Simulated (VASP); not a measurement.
# TiBeH2 (P4/mmm) in VASP: a series of runs

The runs below take TiBeH2 through single point, relaxation of cell and atoms, with PBE.

Everything below comes from runs of VASP 6.6.1. Logs are shortened: lines on timing, memory, paths and dates and some standing lists are left out, and cuts for length are marked.

**1. The cell of the first run**

It takes space group P4/mmm (No. 123, tetragonal). Conventional cell: a = 2.798 Å, b = 2.798 Å, c = 3.728 Å, α = 90.00°, β = 90.00°, γ = 90.00°. Within 2.5 Å of Ti (site symmetry 4/mmm) lie 6 H at 1.86 to 1.98 Å. Within 2.5 Å of Be (site symmetry 4/mmm) lie 6 H at 1.86 to 1.98 Å. Within 2.5 Å of H (site symmetry 4/mmm) lie 2 Be at 1.86 Å and 4 Ti at 1.98 Å. Within 2.5 Å of H (site symmetry 4/mmm) lie 2 Ti at 1.86 Å and 4 Be at 1.98 Å.

**2. Single point, PBE**

INCAR

```
  PREC = Accurate
  ENCUT = 520
  EDIFF = 1E-7
  ISMEAR = 0
  SIGMA = 0.1
  LREAL = F
  LASPH = T
  NELM = 60
  ALGO = Normal
  ISIF = 2
  LWAVE = F
  LCHARG = F
  GGA = PE
  NBANDS = 16
```

KPOINTS

```
Automatic mesh
0
Gamma
  6 6 4
```

POSCAR

```
TiBeH2
1.0
    2.7981979369      0.0000000000      0.0000000000
    0.0000000000      2.7981979369      0.0000000000
    0.0000000000      0.0000000000      3.7275863048
Ti Be H
1 1 2
Direct
    0.5000000000      0.5000000000      0.5000000000
    0.0000000000      0.0000000000      0.0000000000
    0.0000000000      0.0000000000      0.5000000000
    0.5000000000      0.5000000000      0.0000000000
```

Potentials or basis: VASP PAW PBE potentials, release 64 (Ti_sv, Be, H).

Started as:

```console
$ cat potpaw_PBE.64/Ti_sv/POTCAR potpaw_PBE.64/Be/POTCAR potpaw_PBE.64/H/POTCAR > POTCAR
$ mpirun -np 1 vasp_std > vasp.out
```

OUTCAR:

```text
PREC = Accurate
   ENCUT = 520
   EDIFF = 1E-7
   ISMEAR = 0
   LREAL = F
   LASPH = T
   NELM = 60
   ISIF = 2
   GGA = PE

 ion  position               nearest neighbor table
   1  0.500  0.500  0.500-   4 1.86   4 1.86
   2  0.000  0.000  0.000-
   3  0.000  0.000  0.500-
   4  0.500  0.500  0.000-   1 1.86   1 1.86

  LATTYP: Found a simple tetragonal cell.
 ALAT       =     2.7981979369
 C/A-ratio  =     1.3321381792

  Lattice vectors:

 A1 = (   2.7981979369,   0.0000000000,   0.0000000000)
 A2 = (   0.0000000000,   2.7981979369,   0.0000000000)
 A3 = (   0.0000000000,   0.0000000000,   3.7275863048)

Analysis of symmetry for initial positions (statically):
=====================================================================
 Subroutine PRICEL returns:
 Original cell was already a primitive cell.

 Routine SETGRP: Setting up the symmetry group for a
 simple tetragonal supercell.

 Subroutine GETGRP returns: Found 16 space group operations
 (whereof 16 operations were pure point group operations)
 out of a pool of 16 trial point group operations.

The static configuration has the point symmetry D_4h.

Analysis of symmetry for dynamics (positions and initial velocities):
=====================================================================
 Subroutine PRICEL returns:
 Original cell was already a primitive cell.

 Routine SETGRP: Setting up the symmetry group for a
 simple tetragonal supercell.

 Subroutine GETGRP returns: Found 16 space group operations
 (whereof 16 operations were pure point group operations)
 out of a pool of 16 trial point group operations.

The dynamic configuration has the point symmetry D_4h.

 Subroutine INISYM returns: Found 16 space group operations
 (whereof 16 operations are pure point group operations),
 and found     1 'primitive' translations

----------------------------------------------------------------------------------------

                                     Primitive cell

  volume of cell :      29.1867

  direct lattice vectors                    reciprocal lattice vectors
     2.798197937  0.000000000  0.000000000     0.357372860  0.000000000  0.000000000
     0.000000000  2.798197937  0.000000000     0.000000000  0.357372860  0.000000000
     0.000000000  0.000000000  3.727586305     0.000000000  0.000000000  0.268270113

  length of vectors
     2.798197937  2.798197937  3.727586305     0.357372860  0.357372860  0.268270113

  position of ions in fractional coordinates (direct lattice)
     0.500000000  0.500000000  0.500000000
     0.000000000  0.000000000  0.000000000
     0.000000000  0.000000000  0.500000000
     0.500000000  0.500000000  0.000000000

  ion indices of the primitive-cell ions
   primitive index   ion index
                 1           1
                 2           2
                 3           3
                 4           4

----------------------------------------------------------------------------------------

 KPOINTS: Automatic mesh

Automatic generation of k-mesh.
 Grid dimensions read from file:
 generate k-points for:    6    6    4

 Generating k-lattice:

  Cartesian coordinates                     Fractional coordinates (reciprocal lattice)
     0.059562143  0.000000000  0.000000000     0.166666667  0.000000000  0.000000000
     0.000000000  0.059562143  0.000000000     0.000000000  0.166666667  0.000000000
     0.000000000  0.000000000  0.067067528     0.000000000  0.000000000  0.250000000

  Length of vectors
     0.059562143  0.059562143  0.067067528

  Shift w.r.t. Gamma in fractional coordinates (k-lattice)
     0.000000000  0.000000000  0.000000000

 Subroutine IBZKPT returns following result:
 ===========================================

 Found     30 irreducible k-points:

 Following reciprocal coordinates:
            Coordinates               Weight
  0.000000  0.000000  0.000000      1.000000
  0.166667  0.000000  0.000000      4.000000
  0.333333  0.000000  0.000000      4.000000
  0.500000  0.000000  0.000000      2.000000
  0.166667  0.166667  0.000000      4.000000
  0.333333  0.166667  0.000000      8.000000
[... 16 lines left out ...]
  0.333333  0.000000  0.500000      4.000000
  0.500000  0.000000  0.500000      2.000000
 [... further k-points ...]
   k-points           NKPTS =     30   k-points in BZ     NKDIM =     30   number of bands    NBANDS=     16
   number of dos      NEDOS =    301   number of ions     NIONS =      4
   total plane-waves  NPLWV =  16128
   dimension x,y,z NGX =    24 NGY =   24 NGZ =   28
   dimension x,y,z NGXF=    48 NGYF=   48 NGZF=   56
   ions per type =               1   1   2
   NGX,Y,Z   is equivalent  to a cutoff of  14.26, 14.26, 12.49 a.u.
   NGXF,Y,Z  is equivalent  to a cutoff of  28.52, 28.52, 24.98 a.u.
 SYSTEM =  unknown system
   PREC   = accura    normal or accurate (medium, high low for compatibility)
   ISTART =      0    job   : 0-new  1-cont  2-samecut
   ICHARG =      2    charge: 1-file 2-atom 10-const
   ISPIN  =      1    spin polarized calculation?
   LNONCOLLINEAR =      F non collinear calculations
   LSORBIT =      F    spin-orbit coupling
   LASPH  =      T    aspherical Exc in radial PAW
   ENCUT  =  520.0 eV  38.22 Ry    6.18 a.u.   5.20  5.20  6.93*2*pi/ulx,y,z
   NELM   =     60;   NELMIN=  2; NELMDL= -5     # of ELM steps
   EDIFF  = 0.1E-06   stopping-criterion for ELM
   LREAL  =      F    real-space projection
   EDIFFG = 0.1E-05   stopping-criterion for IOM
   NSW    =      0    number of steps for IOM
   IBRION =     -1    ionic relax: 0-MD 1-quasi-New 2-CG
   NFREE  =      0    steps in history (QN), initial steepest desc. (CG)
   ISIF   =      2    stress and relaxation
   ISYM   =      2    0-nonsym 1-usesym 2-fastsym
   POTIM  = 0.5000    time-step for ionic-motion
   TEBEG  =    0.0;   TEEND  =   0.0 temperature during run
   PSTRESS=    0.0 pullay stress
   NELECT =      16.0000    total number of electrons
   NUPDOWN=      -1.0000    fix difference up-down
   EMIN   =  10.00;   EMAX   =-10.00  energy-range for DOS
   EFERMI =   0.00;   METHOD = LEGACY
   ISMEAR =     0;   SIGMA  =   0.10  broadening in eV -4-tet -1-fermi 0-gaus
   EFERMI_NEDOS =   21; number of points for ismear=-14 and -15
   IALGO  =     38    algorithm
   IMIX   =      4    mixing-type and parameters
     AMIX     =   0.40;   BMIX     =  1.00
     AMIX_MAG =   1.60;   BMIX_MAG =  1.00
  volume/ion in A,a.u.               =       7.30        49.24
  Fermi-wavevector in a.u.,A,eV,Ry     =   1.339841  2.531933 24.424828  1.795174
  Thomas-Fermi vector in A             =   2.468201
   LORBIT       =      0    0 simple, 1 ext, 2 COOP (PROOUT), +10 PAW based schemes
   GGA     = PE    functional components
   LHFCALC =     F    Hartree Fock is set to
   AEXX    =    0.0000 exact exchange contribution
   IVDW    =     0    specifies the selected vdW correction
   LEPSILON=     F    determine dielectric tensor
   LRPA    =     F    only Hartree local field effects (RPA)
 non-spin polarized calculation
 Gauss-broadening in eV      SIGMA  =   0.10
  energy-cutoff  :      520.00
  volume of cell :       29.19
 maximum number of plane-waves:       800
 NGX is ok and might be reduce to    24
   NGX = 11   NGY = 11   NGZ = 13

 number of electron      15.9999990 magnetization

 Free energy of the ion-electron system (eV)
  ---------------------------------------------------
  ext. energy  EPLUGINS =         0.00000000
  ---------------------------------------------------
  free energy    TOTEN  =       -18.55187214 eV

  energy without entropy =      -18.54809509  energy(sigma->0) =      -18.54998361

 E-fermi :   7.7607     XC(G=0): -11.4058

 val. band max:        7.6914267898   @ k =   0.5000   0.1667   0.0000
 cond. band min:       7.8431312004   @ k =   0.1667   0.1667   0.5000
 fundamental gap:      0.1517044106
 Fermi energy:         7.7607394660

 k-point     1 :       0.0000    0.0000    0.0000
  band No.  band energies     occupation
      1     -48.7067      2.00000
      2     -25.1261      2.00000
      3     -24.6824      2.00000
      4     -24.6824      2.00000
      5      -3.2985      2.00000
      6       1.5832      2.00000
[... 8 lines left out ...]
     15      17.5419      0.00000
     16      20.6565      0.00000

 k-point     2 :       0.1667    0.0000    0.0000
  band No.  band energies     occupation
      1     -48.6894      2.00000
      2     -25.1098      2.00000
      3     -24.8307      2.00000
      4     -24.6692      2.00000
      5      -2.8036      2.00000
      6       1.8095      2.00000
[... 8 lines left out ...]
     15      17.9303      0.00000
     16      20.6245      0.00000

 k-point     3 :       0.3333    0.0000    0.0000
  band No.  band energies     occupation
      1     -48.6545      2.00000
      2     -25.1190      2.00000
      3     -25.0771      2.00000
      4     -24.6425      2.00000
      5      -1.4704      2.00000
      6       1.8784      2.00000
[... 8 lines left out ...]
     15      18.0102      0.00000
     16      18.5018      0.00000

 k-point     4 :       0.5000    0.0000    0.0000
  band No.  band energies     occupation
      1     -48.6369      2.00000
      2     -25.2594      2.00000
      3     -25.0607      2.00000
      4     -24.6291      2.00000
      5      -0.0757      2.00000
      6       0.9781      2.00000
[... 8 lines left out ...]
     15      17.3996      0.00000
     16      18.0094      0.00000
[... 324 lines left out ...]
 k-point    22 :       0.1667    0.0000    0.5000
  band No.  band energies     occupation
      1     -48.6864      2.00000
      2     -25.1765      2.00000
      3     -24.8274      2.00000
      4     -24.6668      2.00000
      5      -0.6518      2.00000
      6      -0.5141      2.00000
[... 8 lines left out ...]
     15      16.4527      0.00000
     16      19.1828      0.00000

 k-point    23 :       0.3333    0.0000    0.5000
  band No.  band energies     occupation
      1     -48.6516      2.00000
      2     -25.1404      2.00000
      3     -25.1145      2.00000
      4     -24.6404      2.00000
      5       0.4288      2.00000
      6       0.6855      2.00000
[... 8 lines left out ...]
     15      16.5319      0.00000
     16      18.1150      0.00000

 k-point    24 :       0.5000    0.0000    0.5000
  band No.  band energies     occupation
      1     -48.6341      2.00000
      2     -25.2542      2.00000
      3     -25.1223      2.00000
      4     -24.6271      2.00000
      5       1.4312      2.00000
      6       1.6353      2.00000
[... 8 lines left out ...]
     15      16.5673      0.00000
     16      17.4928      0.00000

 [... further k-points ...]
[... 5 lines left out ...]
  --------------------------------------------------------------------------------------
  -------------------------------------------------------------------------------------
  Total       -0.0155810     -0.0155810     -0.0315276      0.0000000      0.0000000      0.0000000
  in kB       -0.8553054     -0.8553054     -1.7306812      0.0000000      0.0000000      0.0000000
  external PRESSURE =      -1.1470973 kB  Pullay stress =       0.0000000 kB

 VOLUME and BASIS-vectors are now :
 -----------------------------------------------------------------------------
  energy-cutoff  :      520.00
  volume of cell :       29.19
      direct lattice vectors                 reciprocal lattice vectors
     2.798197937  0.000000000  0.000000000     0.357372860  0.000000000  0.000000000
     0.000000000  2.798197937  0.000000000     0.000000000  0.357372860  0.000000000
     0.000000000  0.000000000  3.727586305     0.000000000  0.000000000  0.268270113

 POSITION                                       TOTAL-FORCE (eV/Angst)
 -----------------------------------------------------------------------------------
      1.39910      1.39910      1.86379         0.000000      0.000000      0.000000
      0.00000      0.00000      0.00000         0.000000      0.000000      0.000000
      0.00000      0.00000      1.86379         0.000000      0.000000      0.000000
      1.39910      1.39910      0.00000         0.000000      0.000000      0.000000
 -----------------------------------------------------------------------------------
    total drift:                                0.000000      0.000000     -0.000000

  FREE ENERGIE OF THE ION-ELECTRON SYSTEM (eV)
  ---------------------------------------------------
  free  energy   TOTEN  =       -18.5518721367 eV

  energy  without entropy=      -18.5480950869  energy(sigma->0) =      -18.54998361
```

Wall time 20 s (1 thread of Intel Xeon Platinum 8259CL at 2.50GHz (Skylake/Cascade Lake), shared host); peak memory 0.14 GiB.

What came out:

| Quantity | Value |
| --- | --- |
| Free energy | -18.5519 eV |
| Pressure | -0.1 GPa |
| Band gap on the k mesh | zero (band 8 reaches 8.43 eV, above the bottom of band 9 at 7.41 eV) |

Stress tensor (GPa, compression positive):
```
-0.09  0.00  0.00
 0.00 -0.09  0.00
 0.00  0.00 -0.17
```

Caveat: the k points lie up to 0.42 Å⁻¹ apart.

**3. Single point, PBE**

This run uses another cell than the first one, of 7.59 Å³/atom, 1.041 times its volume.

INCAR

```
ALGO = Normal
EDIFF = 1E-6
ENCUT = 520
GGA = PE
ISIF = 2
ISMEAR = 0
LASPH = True
LCHARG = False
LREAL = False
LWAVE = False
NBANDS = 16
NELM = 60
PREC = Accurate
SIGMA = 0.1
```

KPOINTS

```
k-points
0
Gamma
  6 6 4
```

POSCAR

```
TiBeH2
1.0
    2.7812810600      0.0000000000      0.0000000000
    0.0000000000      2.7812810600      0.0000000000
    0.0000000000      0.0000000000      3.9266639600
Ti Be H
1 1 2
Direct
    0.5000000000      0.5000000000      0.5000000000
    0.0000000000      0.0000000000      0.0000000000
    0.0000000000      0.0000000000      0.5000000000
    0.5000000000      0.5000000000      0.0000000000
```

Potentials or basis: VASP PAW PBE potentials, release 64 (Ti_sv, Be, H).

Started as:

```console
$ cat potpaw_PBE.64/Ti_sv/POTCAR potpaw_PBE.64/Be/POTCAR potpaw_PBE.64/H/POTCAR > POTCAR
$ mpirun -np 1 vasp_std > vasp.out
```

Run time: 20 s. Hardware: 1 thread of Intel Xeon Platinum 8259CL at 2.50GHz (Skylake/Cascade Lake), shared host; peak memory 0.15 GiB.

Results (log left out):

| Property | Result |
| --- | --- |
| Free energy | -18.4952 eV |
| Pressure | -4.7 GPa |
| Band gap on the k mesh | zero (band 8 reaches 7.74 eV, above the bottom of band 9 at 7.29 eV) |

Stress tensor (GPa, compression positive):
```
 -1.25   0.00   0.00
  0.00  -1.25   0.00
  0.00   0.00 -11.70
```

Levels at points of the mesh, in eV from the Fermi level:
```csv
k point,band 6,band 7,band 8,band 9,band 10,band 11
"(0.00, 0.00, 0.00)",-6.23,-1.02,-0.78,2.33,2.33,3.29
"(0.50, 0.00, 0.00)",-6.50,-2.05,-1.24,1.24,1.57,2.65
"(0.50, 0.50, 0.00)",-4.89,-1.01,-1.01,0.11,0.11,3.99
"(0.00, 0.00, 0.50)",-8.82,-0.90,0.09,1.64,1.64,3.30
"(0.50, 0.00, 0.50)",-5.88,-4.38,-1.45,1.36,1.41,2.41
"(0.50, 0.50, 0.50)",-3.33,-2.63,-2.63,1.95,2.45,4.39
```

Caveat: the k points lie up to 0.40 Å⁻¹ apart.

**4. Single point, PBE**

INCAR

```
SYSTEM = TiBeH2
PREC = Accurate
ENCUT = 520
EDIFF = 1E-6
ISMEAR = 0
SIGMA = 0.1
LREAL = .False.
LASPH = .True.
NELM = 60
ALGO = Normal
ISIF = 2
LWAVE = .False.
LCHARG = .True.
GGA = PE
LELF = .True.
LVHAR = .True.
NBANDS = 16
```

KPOINTS

```
Automatic mesh
0
Gamma
  6 6 6
  0 0 0
```

POSCAR

```
TiBeH2
1.0
    2.7981979369      0.0000000000      0.0000000000
    0.0000000000      2.7981979369      0.0000000000
    0.0000000000      0.0000000000      3.7275863048
Ti Be H
1 1 2
Direct
    0.5000000000      0.5000000000      0.5000000000
    0.0000000000      0.0000000000      0.0000000000
    0.0000000000      0.0000000000      0.5000000000
    0.5000000000      0.5000000000      0.0000000000
```

Potentials or basis: VASP PAW PBE potentials, release 64 (Ti_sv, Be, H).

Started as:

```console
$ cat potpaw_PBE.64/Ti_sv/POTCAR potpaw_PBE.64/Be/POTCAR potpaw_PBE.64/H/POTCAR > POTCAR
$ mpirun -np 1 vasp_std > vasp.out
```

OUTCAR:

```text
SYSTEM = TiBeH2
   PREC = Accurate
   ENCUT = 520
   EDIFF = 1E-6
   ISMEAR = 0
   LREAL = .False.
   LASPH = .True.
   NELM = 60
   ISIF = 2
   GGA = PE

 ion  position               nearest neighbor table
   1  0.500  0.500  0.500-   4 1.86   4 1.86
   2  0.000  0.000  0.000-
   3  0.000  0.000  0.500-
   4  0.500  0.500  0.000-   1 1.86   1 1.86

  LATTYP: Found a simple tetragonal cell.
 ALAT       =     2.7981979369
 C/A-ratio  =     1.3321381792

[... 651 lines left out ...]

  FORCE on cell =-STRESS in cart. coord.  units (eV):
  Direction    XX          YY          ZZ          XY          YZ          ZX
  --------------------------------------------------------------------------------------
  -------------------------------------------------------------------------------------
  Total       -0.0189372     -0.0189372     -0.0427460      0.0000000      0.0000000      0.0000000
  in kB       -1.0395409     -1.0395409     -2.3465045      0.0000000      0.0000000      0.0000000
  external PRESSURE =      -1.4751954 kB  Pullay stress =       0.0000000 kB

 VOLUME and BASIS-vectors are now :
 -----------------------------------------------------------------------------
  energy-cutoff  :      520.00
  volume of cell :       29.19
      direct lattice vectors                 reciprocal lattice vectors
     2.798197937  0.000000000  0.000000000     0.357372860  0.000000000  0.000000000
     0.000000000  2.798197937  0.000000000     0.000000000  0.357372860  0.000000000
     0.000000000  0.000000000  3.727586305     0.000000000  0.000000000  0.268270113

 POSITION                                       TOTAL-FORCE (eV/Angst)
 -----------------------------------------------------------------------------------
      1.39910      1.39910      1.86379         0.000000      0.000000      0.000000
      0.00000      0.00000      0.00000         0.000000      0.000000      0.000000
      0.00000      0.00000      1.86379         0.000000      0.000000      0.000000
      1.39910      1.39910      0.00000         0.000000      0.000000      0.000000
 -----------------------------------------------------------------------------------
    total drift:                                0.000000      0.000000     -0.000000

  FREE ENERGIE OF THE ION-ELECTRON SYSTEM (eV)
  ---------------------------------------------------
  free  energy   TOTEN  =       -18.5648943593 eV

  energy  without entropy=      -18.5623759150  energy(sigma->0) =      -18.56363514
```

OSZICAR:

```text
N       E                     dE             d eps       ncg     rms          rms(c)
DAV:   1     0.120861162424E+03    0.12086E+03   -0.82739E+03  1288   0.112E+03
DAV:   2    -0.103682785137E+02   -0.13123E+03   -0.12528E+03  1384   0.314E+02
DAV:   3    -0.201787265857E+02   -0.98104E+01   -0.95830E+01  2152   0.776E+01
DAV:   4    -0.205963029557E+02   -0.41758E+00   -0.41749E+00  1432   0.124E+01
DAV:   5    -0.206095220305E+02   -0.13219E-01   -0.13219E-01  1688   0.195E+00    0.132E+01
DAV:   6    -0.187463467407E+02    0.18632E+01   -0.41926E+00  1504   0.309E+01    0.371E+00
DAV:   7    -0.185846659436E+02    0.16168E+00   -0.51403E-01  1456   0.950E+00    0.296E+00
DAV:   8    -0.185665031597E+02    0.18163E-01   -0.10163E-01  1576   0.303E+00    0.475E-01
DAV:   9    -0.185642425648E+02    0.22606E-02   -0.15846E-02  1456   0.142E+00    0.351E-01
DAV:  10    -0.185649701731E+02   -0.72761E-03   -0.17153E-03  1552   0.372E-01    0.369E-02
DAV:  11    -0.185648889743E+02    0.81199E-04   -0.24563E-04  1480   0.134E-01    0.353E-02
DAV:  12    -0.185648948186E+02   -0.58443E-05   -0.22601E-05  1432   0.438E-02    0.197E-02
DAV:  13    -0.185648943593E+02    0.45933E-06   -0.43753E-06  1400   0.193E-02
   1 F= -.18564894E+02 E0= -.18563635E+02  d E =-.251844E-02
```

stdout:

```text
POSCAR found type information on POSCAR TiBeH
 POSCAR found :  3 types and       4 ions
 scaLAPACK will be used
 LDA part: xc-table for (Slater+PW92), standard interpolation
 POSCAR, INCAR and KPOINTS ok, starting setup
 FFT: planning ... GRIDC
 FFT: planning ... GRID_SOFT
 FFT: planning ... GRID
 WAVECAR not read
 entering main loop
```

It took 24 s on 1 thread of Intel Xeon Platinum 8259CL at 2.50GHz (Skylake/Cascade Lake), shared host; peak memory 0.15 GiB.

Results:

| Property | Result |
| --- | --- |
| Free energy | -18.5649 eV |
| Pressure | -0.1 GPa |
| Band gap on the k mesh | zero (band 8 reaches 8.44 eV, above the bottom of band 9 at 7.42 eV) |

Caveat: the k points lie up to 0.37 Å⁻¹ apart.

(Continued in part 2 of 2.)
